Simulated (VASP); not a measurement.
A run of VASP 6.6.1 is set up as follows.

Contents of INCAR:

```
SYSTEM = Al2BAs2
PREC = Accurate ; ENCUT = 520
EDIFF = 1E-7 ; ISMEAR = 0
SIGMA = 0.1 ; LREAL = .False.
LASPH = .True. ; NELM = 100
ALGO = Normal ; ISIF = 2
LWAVE = .False. ; LCHARG = .False.
GGA = PE ; NBANDS = 18
```

KPOINTS

```
Automatic mesh
0
Gamma
  12 12 4
  0 0 0
```

POSCAR

```
Al2BAs2
1.0
    3.0120691278      0.0000000000      0.0000000000
   -1.5060345639      2.6085283826      0.0000000000
    0.0000000000      0.0000000000     10.9808575155
Al B As
2 1 2
Direct
    0.3333333333      0.6666666667      0.1243335192
    0.6666666667      0.3333333333      0.8756664808
    0.0000000000      0.0000000000      0.0000000000
    0.3333333333      0.6666666667      0.6820175825
    0.6666666667      0.3333333333      0.3179824175
```

Potentials or basis: VASP PAW PBE potentials, release 64 (Al, B, As).

Launch:

```bash
$ cat potpaw_PBE.64/Al/POTCAR potpaw_PBE.64/B/POTCAR potpaw_PBE.64/As/POTCAR > POTCAR
$ mpirun -np 1 vasp_std > vasp.out
```

Task: Predict the pressure.

Result: 0.1 GPa.

Task: Predict the largest force.

Result: 0.013 eV/Å.

Stress tensor (GPa, compression positive):
```
0.05 0.00 0.00
0.00 0.05 0.00
0.00 0.00 0.12
```

Caveat: this functional lacks dispersion, which binds the layers, so the pressure and a relaxed spacing across them are unreliable.
